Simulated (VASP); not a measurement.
A run of VASP 6.6.1 is set up as follows.

File POSCAR:

```
K
1.0
   -2.6699463634      2.6699463634      2.6699463634
    2.6699463634     -2.6699463634      2.6699463634
    2.6699463634      2.6699463634     -2.6699463634
K
1
Direct
    0.0000000000      0.0000000000      0.0000000000
```

Contents of INCAR.step1:

```
SYSTEM = K
PREC = Accurate
ENCUT = 520
ISMEAR = -1
SIGMA = 0.1
LREAL = .False.
LASPH = .True.
NELM = 100
NBANDS = 10
GGA = PE
ALGO = Normal
EDIFF = 1E-4
LWAVE = .True.
LCHARG = .False.
```

Contents of INCAR.step2:

```
SYSTEM = K
PREC = Accurate
ENCUT = 520
EDIFF = 1E-7
ISMEAR = -1
SIGMA = 0.1
LREAL = .False.
LASPH = .True.
NELM = 100
ALGO = Normal
ISIF = 2
LWAVE = .False.
LCHARG = .False.
METAGGA = R2SCAN
LMIXTAU = .True.
NBANDS = 10
ISTART = 1
```

Contents of KPOINTS:

```
Automatic mesh
0
Gamma
  8 8 8
  0 0 0
```

Potentials or basis: VASP PAW PBE potentials, release 64 (K_sv).

Launch:

```sh
$ cat potpaw_PBE.64/K_sv/POTCAR > POTCAR
$ cp INCAR.step1 INCAR
$ mpirun -np 1 vasp_std > vasp.out
$ cp INCAR.step2 INCAR
$ mpirun -np 1 vasp_std > vasp.out
```

Problem. What does it give for the pressure?

Solution. 0.0 GPa.

Caveat: the PAW data sets were made with another functional, which shifts forces and pressure a little.
